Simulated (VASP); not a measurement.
# InSb (Fm-3m) in VASP: notebook

InSb is run at these levels: PBEsol; tasks: single point.

Everything below comes from runs of VASP 6.6.1. Logs are shortened: lines on timing, memory, paths and dates and some standing lists are left out, and cuts for length are marked.

## Step 1: The cell of the first run

It takes space group Fm-3m (No. 225, cubic). Conventional cell: a = 6.143 Å, b = 6.143 Å, c = 6.143 Å, α = 90.00°, β = 90.00°, γ = 90.00°. Within 4.0 Å of In (site symmetry m-3m) lie 6 Sb at 3.07 Å. Sb (site symmetry m-3m) has 6 In at 3.07 Å within 4.0 Å.

## Step 2: Single point, PBEsol (28.97 Å³/atom)

INCAR

```
SYSTEM = InSb
ALGO = Normal ; EDIFF = 1E-7
ENCUT = 520 ; GGA = PS
ISIF = 2 ; ISMEAR = 0
LASPH = .TRUE. ; LCHARG = .FALSE.
LREAL = .FALSE. ; LWAVE = .FALSE.
NBANDS = 16 ; NELM = 80
PREC = Accurate ; SIGMA = 0.15
```

KPOINTS

```
k-points
0
G
  14 14 14
  0 0 0
```

POSCAR

```
InSb
1.0
    0.0000000000      3.0713277157      3.0713277157
    3.0713277157      0.0000000000      3.0713277157
    3.0713277157      3.0713277157      0.0000000000
In Sb
1 1
Direct
    0.0000000000      0.0000000000      0.0000000000
    0.5000000000      0.5000000000      0.5000000000
```

Potentials or basis: VASP PAW PBE potentials, release 64 (In_d, Sb).

The run is started by

```console
$ cat potpaw_PBE.64/In_d/POTCAR potpaw_PBE.64/Sb/POTCAR > POTCAR
$ mpirun -np 1 vasp_std > vasp.out
```

OUTCAR:

```text
SYSTEM = InSb
   EDIFF = 1E-7
   ENCUT = 520
   GGA = PS
   ISIF = 2
   ISMEAR = 0
   LASPH = .TRUE.
   LREAL = .FALSE.
   NELM = 80
   PREC = Accurate

 ion  position               nearest neighbor table
   1  0.000  0.000  0.000-   2 3.07   2 3.07   2 3.07   2 3.07   2 3.07   2 3.07
   2  0.500  0.500  0.500-   1 3.07   1 3.07   1 3.07   1 3.07   1 3.07   1 3.07

  LATTYP: Found a face centered cubic cell.
 ALAT       =     6.1426554314

  Lattice vectors:

 A1 = (   0.0000000000,   3.0713277157,   3.0713277157)
 A2 = (   3.0713277157,   0.0000000000,   3.0713277157)
 A3 = (   3.0713277157,   3.0713277157,   0.0000000000)

Analysis of symmetry for initial positions (statically):
=====================================================================
 Subroutine PRICEL returns:
 Original cell was already a primitive cell.

 Routine SETGRP: Setting up the symmetry group for a
 face centered cubic supercell.

 Subroutine GETGRP returns: Found 48 space group operations
 (whereof 48 operations were pure point group operations)
 out of a pool of 48 trial point group operations.

The static configuration has the point symmetry O_h .

Analysis of symmetry for dynamics (positions and initial velocities):
=====================================================================
 Subroutine PRICEL returns:
 Original cell was already a primitive cell.

 Routine SETGRP: Setting up the symmetry group for a
 face centered cubic supercell.

 Subroutine GETGRP returns: Found 48 space group operations
 (whereof 48 operations were pure point group operations)
 out of a pool of 48 trial point group operations.

The dynamic configuration has the point symmetry O_h .

 Subroutine INISYM returns: Found 48 space group operations
 (whereof 48 operations are pure point group operations),
 and found     1 'primitive' translations

----------------------------------------------------------------------------------------

                                     Primitive cell

  volume of cell :      57.9440

  direct lattice vectors                    reciprocal lattice vectors
     0.000000000  3.071327716  3.071327716    -0.162796043  0.162796043  0.162796043
     3.071327716  0.000000000  3.071327716     0.162796043 -0.162796043  0.162796043
     3.071327716  3.071327716  0.000000000     0.162796043  0.162796043 -0.162796043

  length of vectors
     4.343513310  4.343513310  4.343513310     0.281971018  0.281971018  0.281971018

  position of ions in fractional coordinates (direct lattice)
     0.000000000  0.000000000  0.000000000
     0.500000000  0.500000000  0.500000000

  ion indices of the primitive-cell ions
   primitive index   ion index
                 1           1
                 2           2

----------------------------------------------------------------------------------------

 KPOINTS: k-points

Automatic generation of k-mesh.
 Grid dimensions read from file:
 generate k-points for:   14   14   14

 Generating k-lattice:

  Cartesian coordinates                     Fractional coordinates (reciprocal lattice)
    -0.011628289  0.011628289  0.011628289     0.071428571  0.000000000  0.000000000
     0.011628289 -0.011628289  0.011628289     0.000000000  0.071428571  0.000000000
     0.011628289  0.011628289 -0.011628289     0.000000000  0.000000000  0.071428571

  Length of vectors
     0.020140787  0.020140787  0.020140787

  Shift w.r.t. Gamma in fractional coordinates (k-lattice)
     0.000000000  0.000000000  0.000000000

 Subroutine IBZKPT returns following result:
 ===========================================

 Found    104 irreducible k-points:

 Following reciprocal coordinates:
            Coordinates               Weight
  0.000000  0.000000  0.000000      1.000000
  0.071429  0.000000  0.000000      8.000000
  0.142857  0.000000  0.000000      8.000000
  0.214286  0.000000  0.000000      8.000000
  0.285714  0.000000  0.000000      8.000000
  0.357143  0.000000  0.000000      8.000000
[... 16 lines left out ...]
  0.214286  0.142857  0.000000     24.000000
  0.285714  0.142857  0.000000     24.000000
 [... further k-points ...]
   k-points           NKPTS =    104   k-points in BZ     NKDIM =    104   number of bands    NBANDS=     16
   number of dos      NEDOS =    301   number of ions     NIONS =      2
   total plane-waves  NPLWV =  32768
   dimension x,y,z NGX =    32 NGY =   32 NGZ =   32
   dimension x,y,z NGXF=    64 NGYF=   64 NGZF=   64
   ions per type =               1   1
   NGX,Y,Z   is equivalent  to a cutoff of  12.25, 12.25, 12.25 a.u.
   NGXF,Y,Z  is equivalent  to a cutoff of  24.50, 24.50, 24.50 a.u.
 SYSTEM =  InSb
   PREC   = accura    normal or accurate (medium, high low for compatibility)
   ISTART =      0    job   : 0-new  1-cont  2-samecut
   ICHARG =      2    charge: 1-file 2-atom 10-const
   ISPIN  =      1    spin polarized calculation?
   LNONCOLLINEAR =      F non collinear calculations
   LSORBIT =      F    spin-orbit coupling
   LASPH  =      T    aspherical Exc in radial PAW
   ENCUT  =  520.0 eV  38.22 Ry    6.18 a.u.   8.08  8.08  8.08*2*pi/ulx,y,z
   NELM   =     80;   NELMIN=  2; NELMDL= -5     # of ELM steps
   EDIFF  = 0.1E-06   stopping-criterion for ELM
   LREAL  =      F    real-space projection
   EDIFFG = 0.1E-05   stopping-criterion for IOM
   NSW    =      0    number of steps for IOM
   IBRION =     -1    ionic relax: 0-MD 1-quasi-New 2-CG
   NFREE  =      0    steps in history (QN), initial steepest desc. (CG)
   ISIF   =      2    stress and relaxation
   ISYM   =      2    0-nonsym 1-usesym 2-fastsym
   POTIM  = 0.5000    time-step for ionic-motion
   TEBEG  =    0.0;   TEEND  =   0.0 temperature during run
   PSTRESS=    0.0 pullay stress
   NELECT =      18.0000    total number of electrons
   NUPDOWN=      -1.0000    fix difference up-down
   EMIN   =  10.00;   EMAX   =-10.00  energy-range for DOS
   EFERMI =   0.00;   METHOD = LEGACY
   ISMEAR =     0;   SIGMA  =   0.15  broadening in eV -4-tet -1-fermi 0-gaus
   EFERMI_NEDOS =   21; number of points for ismear=-14 and -15
   IALGO  =     38    algorithm
   IMIX   =      4    mixing-type and parameters
     AMIX     =   0.40;   BMIX     =  1.00
     AMIX_MAG =   1.60;   BMIX_MAG =  1.00
  volume/ion in A,a.u.               =      28.97       195.51
  Fermi-wavevector in a.u.,A,eV,Ry     =   1.108739  2.095214 16.725686  1.229303
  Thomas-Fermi vector in A             =   2.245270
   LORBIT       =      0    0 simple, 1 ext, 2 COOP (PROOUT), +10 PAW based schemes
   GGA     = PS    functional components
   LHFCALC =     F    Hartree Fock is set to
   AEXX    =    0.0000 exact exchange contribution
   IVDW    =     0    specifies the selected vdW correction
   LEPSILON=     F    determine dielectric tensor
   LRPA    =     F    only Hartree local field effects (RPA)
 non-spin polarized calculation
 Gauss-broadening in eV      SIGMA  =   0.15
  energy-cutoff  :      520.00
  volume of cell :       57.94
 maximum number of plane-waves:      1588
   NGX = 17   NGY = 17   NGZ = 17

 number of electron      18.0000004 magnetization

 Free energy of the ion-electron system (eV)
  ---------------------------------------------------
  ext. energy  EPLUGINS =         0.00000000
  ---------------------------------------------------
  free energy    TOTEN  =        -7.51411424 eV

  energy without entropy =       -7.49632949  energy(sigma->0) =       -7.50522187

 E-fermi :   6.4423     XC(G=0):  -9.8648

 val. band max:        6.4370932824   @ k =   0.1429   0.0000   0.0000
 cond. band min:       6.4457484498   @ k =   0.4286   0.1429   0.0714
 fundamental gap:      0.0086551675
 Fermi energy:         6.4422790479

 k-point     1 :       0.0000    0.0000    0.0000
  band No.  band energies     occupation
      1      -7.8630      2.00000
      2      -7.8630      2.00000
      3      -7.8330      2.00000
      4      -7.8330      2.00000
      5      -7.8330      2.00000
      6      -4.4781      2.00000
[... 8 lines left out ...]
     15      12.6004      0.00000
     16      12.6004      0.00000

 k-point     2 :       0.0714    0.0000    0.0000
  band No.  band energies     occupation
      1      -7.8643      2.00000
      2      -7.8643      2.00000
      3      -7.8331      2.00000
      4      -7.8320      2.00000
      5      -7.8320      2.00000
      6      -4.4241      2.00000
[... 8 lines left out ...]
     15      12.7517      0.00000
     16      12.7517      0.00000

 k-point     3 :       0.1429    0.0000    0.0000
  band No.  band energies     occupation
      1      -7.8682      2.00000
      2      -7.8682      2.00000
      3      -7.8331      2.00000
      4      -7.8286      2.00000
      5      -7.8286      2.00000
      6      -4.2636      2.00000
[... 8 lines left out ...]
     15      13.0845      0.00000
     16      13.0845      0.00000

 k-point     4 :       0.2143    0.0000    0.0000
  band No.  band energies     occupation
      1      -7.8743      2.00000
      2      -7.8743      2.00000
      3      -7.8334      2.00000
      4      -7.8231      2.00000
      5      -7.8231      2.00000
      6      -4.0024      2.00000
[... 8 lines left out ...]
     15      13.6080      0.00000
     16      13.6080      0.00000
[... 324 lines left out ...]
 k-point    22 :       0.1429    0.1429    0.0000
  band No.  band energies     occupation
      1      -7.8810      2.00000
      2      -7.8595      2.00000
      3      -7.8367      2.00000
      4      -7.8257      2.00000
      5      -7.8257      2.00000
      6      -4.1884      2.00000
[... 8 lines left out ...]
     15      13.9959      0.00000
     16      13.9959      0.00000

 k-point    23 :       0.2143    0.1429    0.0000
  band No.  band energies     occupation
      1      -7.8907      2.00000
      2      -7.8599      2.00000
      3      -7.8378      2.00000
      4      -7.8219      2.00000
      5      -7.8209      2.00000
      6      -3.9920      2.00000
[... 8 lines left out ...]
     15      14.3995      0.00000
     16      14.4962      0.00000

 k-point    24 :       0.2857    0.1429    0.0000
  band No.  band energies     occupation
      1      -7.9002      2.00000
      2      -7.8641      2.00000
      3      -7.8374      2.00000
      4      -7.8181      2.00000
      5      -7.8146      2.00000
      6      -3.6998      2.00000
[... 8 lines left out ...]
     15      14.8830      0.00000
     16      15.1237      0.00000

 [... further k-points ...]

------------------------ aborting loop because EDIFF is reached ----------------------------------------

  FORCE on cell =-STRESS in cart. coord.  units (eV):
  Direction    XX          YY          ZZ          XY          YZ          ZX
  --------------------------------------------------------------------------------------
  -------------------------------------------------------------------------------------
  Total       -0.9313234     -0.9313234     -0.9313234      0.0000000      0.0000000     -0.0000000
  in kB      -25.7515068    -25.7515068    -25.7515068      0.0000000      0.0000000     -0.0000000
  external PRESSURE =     -25.7515068 kB  Pullay stress =       0.0000000 kB

 VOLUME and BASIS-vectors are now :
 -----------------------------------------------------------------------------
  energy-cutoff  :      520.00
  volume of cell :       57.94
      direct lattice vectors                 reciprocal lattice vectors
     0.000000000  3.071327716  3.071327716    -0.162796043  0.162796043  0.162796043
     3.071327716  0.000000000  3.071327716     0.162796043 -0.162796043  0.162796043
     3.071327716  3.071327716  0.000000000     0.162796043  0.162796043 -0.162796043

 POSITION                                       TOTAL-FORCE (eV/Angst)
 -----------------------------------------------------------------------------------
      0.00000      0.00000      0.00000        -0.000000     -0.000000      0.000000
      3.07133      3.07133      3.07133         0.000000      0.000000     -0.000000
 -----------------------------------------------------------------------------------
    total drift:                                0.000000     -0.000000     -0.000000

  FREE ENERGIE OF THE ION-ELECTRON SYSTEM (eV)
  ---------------------------------------------------
  free  energy   TOTEN  =        -7.5141142363 eV

  energy  without entropy=       -7.4963294940  energy(sigma->0) =       -7.50522187
```

Wall time 37 s (1 thread of Intel Xeon 6975P-C (Granite Rapids), shared host); peak memory 0.24 GiB.

What came out:

```
Free energy            : -7.5141 eV
Pressure               : -2.6 GPa
Band gap on the k mesh : zero (bands 9 and 10 overlap by 2.69 eV)
```

Caveat: the PAW data sets were made with another functional, which shifts forces and pressure a little; spin-orbit coupling is left out, which moves the levels of the heavy elements.

## Step 3: Single point, PBEsol (29.71 Å³/atom)

This run uses another cell than the first one, of 29.71 Å³/atom.

INCAR

```
PREC = Accurate
ENCUT = 520
EDIFF = 1E-7
ISMEAR = 0
SIGMA = 0.15
LREAL = F
LASPH = T
NELM = 60
ALGO = Normal
ISIF = 2
LWAVE = F
LCHARG = T
GGA = PS
LELF = T
LVHAR = T
NBANDS = 16
```

KPOINTS

```
Automatic mesh
0
Gamma
  14 14 14
```

POSCAR

```
InSb
1.0
    0.0000000000      3.0970488738      3.0970488738
    3.0970488738      0.0000000000      3.0970488738
    3.0970488738      3.0970488738      0.0000000000
In Sb
1 1
Direct
    0.0000000000      0.0000000000      0.0000000000
    0.5000000000      0.5000000000      0.5000000000
```

Potentials or basis: VASP PAW PBE potentials, release 64 (In_d, Sb).

The run is started by

```console
$ cat potpaw_PBE.64/In_d/POTCAR potpaw_PBE.64/Sb/POTCAR > POTCAR
$ mpirun -np 1 vasp_std > vasp.out
```

OUTCAR:

```text
PREC = Accurate
   ENCUT = 520
   EDIFF = 1E-7
   ISMEAR = 0
   LREAL = F
   LASPH = T
   NELM = 60
   ISIF = 2
   GGA = PS

 ion  position               nearest neighbor table
   1  0.000  0.000  0.000-   2 3.10   2 3.10   2 3.10   2 3.10   2 3.10   2 3.10
   2  0.500  0.500  0.500-   1 3.10   1 3.10   1 3.10   1 3.10   1 3.10   1 3.10

  LATTYP: Found a face centered cubic cell.
 ALAT       =     6.1940977476

  Lattice vectors:

 A1 = (   0.0000000000,   3.0970488738,   3.0970488738)
 A2 = (   3.0970488738,   0.0000000000,   3.0970488738)
 A3 = (   3.0970488738,   3.0970488738,   0.0000000000)

Analysis of symmetry for initial positions (statically):
=====================================================================
 Subroutine PRICEL returns:
 Original cell was already a primitive cell.

 Routine SETGRP: Setting up the symmetry group for a
 face centered cubic supercell.

 Subroutine GETGRP returns: Found 48 space group operations
 (whereof 48 operations were pure point group operations)
 out of a pool of 48 trial point group operations.

[... 160 lines left out ...]

  energy without entropy =       -7.46801598  energy(sigma->0) =       -7.47703796

 E-fermi :   6.1567     XC(G=0):  -9.7546

 val. band max:        6.1379115254   @ k =   0.0714   0.0000   0.0000
 cond. band min:       6.1582731770   @ k =   0.1429   0.0000   0.0000
 fundamental gap:      0.0203616516
 Fermi energy:         6.1567097412

 k-point     1 :       0.0000    0.0000    0.0000
  band No.  band energies     occupation
      1      -8.1181      2.00000
      2      -8.1181      2.00000
      3      -8.0899      2.00000
      4      -8.0899      2.00000
      5      -8.0899      2.00000
      6      -4.6025      2.00000
[... 433 lines left out ...]
      3      -8.0937      2.00000
      4      -8.0761      2.00000
      5      -8.0730      2.00000
      6      -3.8516      2.00000
[... 8 lines left out ...]
     15      14.5339      0.00000
     16      14.7750      0.00000

 [... further k-points ...]

------------------------ aborting loop because EDIFF is reached ----------------------------------------

  FORCE on cell =-STRESS in cart. coord.  units (eV):
  Direction    XX          YY          ZZ          XY          YZ          ZX
  --------------------------------------------------------------------------------------
  -------------------------------------------------------------------------------------
  Total       -1.3325765     -1.3325765     -1.3325765      0.0000000     -0.0000000      0.0000000
  in kB      -35.9359021    -35.9359021    -35.9359021      0.0000000     -0.0000000      0.0000000
  external PRESSURE =     -35.9359021 kB  Pullay stress =       0.0000000 kB

 VOLUME and BASIS-vectors are now :
 -----------------------------------------------------------------------------
  energy-cutoff  :      520.00
  volume of cell :       59.41
      direct lattice vectors                 reciprocal lattice vectors
     0.000000000  3.097048874  3.097048874    -0.161444013  0.161444013  0.161444013
     3.097048874  0.000000000  3.097048874     0.161444013 -0.161444013  0.161444013
     3.097048874  3.097048874  0.000000000     0.161444013  0.161444013 -0.161444013

 POSITION                                       TOTAL-FORCE (eV/Angst)
 -----------------------------------------------------------------------------------
      0.00000      0.00000      0.00000         0.000000      0.000000      0.000000
      3.09705      3.09705      3.09705         0.000000      0.000000     -0.000000
 -----------------------------------------------------------------------------------
    total drift:                               -0.000000      0.000000      0.000000

  FREE ENERGIE OF THE ION-ELECTRON SYSTEM (eV)
  ---------------------------------------------------
  free  energy   TOTEN  =        -7.4860599321 eV

  energy  without entropy=       -7.4680159795  energy(sigma->0) =       -7.47703796
```

OSZICAR:

```text
N       E                     dE             d eps       ncg     rms          rms(c)
DAV:   1     0.111264711278E+03    0.11126E+03   -0.80017E+03  3336   0.117E+03
DAV:   2    -0.662736983664E+00   -0.11193E+03   -0.10838E+03  3784   0.289E+02
DAV:   3    -0.737196716784E+01   -0.67092E+01   -0.66397E+01  4272   0.699E+01
DAV:   4    -0.754640478318E+01   -0.17444E+00   -0.17438E+00  4176   0.124E+01
DAV:   5    -0.755493741609E+01   -0.85326E-02   -0.85325E-02  4896   0.230E+00    0.294E+00
DAV:   6    -0.749130426535E+01    0.63633E-01   -0.12753E-01  4352   0.588E+00    0.161E+00
DAV:   7    -0.748659590725E+01    0.47084E-02   -0.22730E-02  4560   0.186E+00    0.513E-01
DAV:   8    -0.748603778262E+01    0.55812E-03   -0.19129E-03  4208   0.530E-01    0.116E-01
DAV:   9    -0.748606050342E+01   -0.22721E-04   -0.12781E-04  4712   0.111E-01    0.496E-02
DAV:  10    -0.748605920456E+01    0.12989E-05   -0.90089E-06  4616   0.270E-02    0.144E-02
DAV:  11    -0.748605988982E+01   -0.68526E-06   -0.13382E-06  4232   0.127E-02    0.569E-03
DAV:  12    -0.748605993206E+01   -0.42233E-07   -0.37309E-08  2664   0.214E-03
   1 F= -.74860599E+01 E0= -.74770380E+01  d E =-.180440E-01
```

Wall time 53 s (1 thread of Intel Xeon 6975P-C (Granite Rapids), shared host); peak memory 0.26 GiB.

Results:

```
Free energy            : -7.4861 eV
Pressure               : -3.6 GPa
Band gap on the k mesh : zero (bands 9 and 10 overlap by 2.59 eV)
```

Caveat: the cell stands under tension; the PAW data sets were made with another functional, which shifts forces and pressure a little; spin-orbit coupling is left out, which moves the levels of the heavy elements.
